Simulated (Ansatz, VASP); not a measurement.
SiGe2N2: VASP beside Ansatz

```xyz
10
Lattice="6.6086 0.0000 0.0000 0.0000 6.6086 0.0000 0.0000 0.0000 3.3004" Properties=species:S:1:pos:R:3 pbc="T T T"
Si    0.0000    0.0000    0.0000
Si    3.3043    3.3043    0.0000
Ge    2.2522    5.5565    1.6502
Ge    1.0521    2.2522    1.6502
Ge    4.3564    1.0521    1.6502
Ge    5.5565    4.3564    1.6502
N     0.8960    4.2003    1.6502
N     2.4083    0.8960    1.6502
N     5.7126    2.4083    1.6502
N     4.2003    5.7126    1.6502
```

Alike in both runs: functional PBE; k mesh 6 × 6 × 12; occupations gaussian, width 0.1 eV; no spin polarisation.

Ansatz relaxed the structure, and its values are those at the end. VASP's run is a single point on that final structure, the one shown.

|  | VASP | Ansatz |
| --- | --- | --- |
| version | VASP 6.6.1 | Ansatz 0.2.0 |
| potentials or method | VASP PAW PBE potentials, release 64 (Si, Ge_d, N), cutoff 520 eV | scalar-relativistic, plane waves, PAW |
| valence electrons in the cell | 84 | 84 |

```csv
,VASP,Ansatz,Ansatz less VASP
gap on the k mesh at the Fermi level (eV),none,none,-
pressure (GPa),-0.2,0.0,+0.19
rms of the force components (eV/Å),0.006,0.001,-0.0050
```

A gap of «none» marks a metal or a gap that the smearing closes.
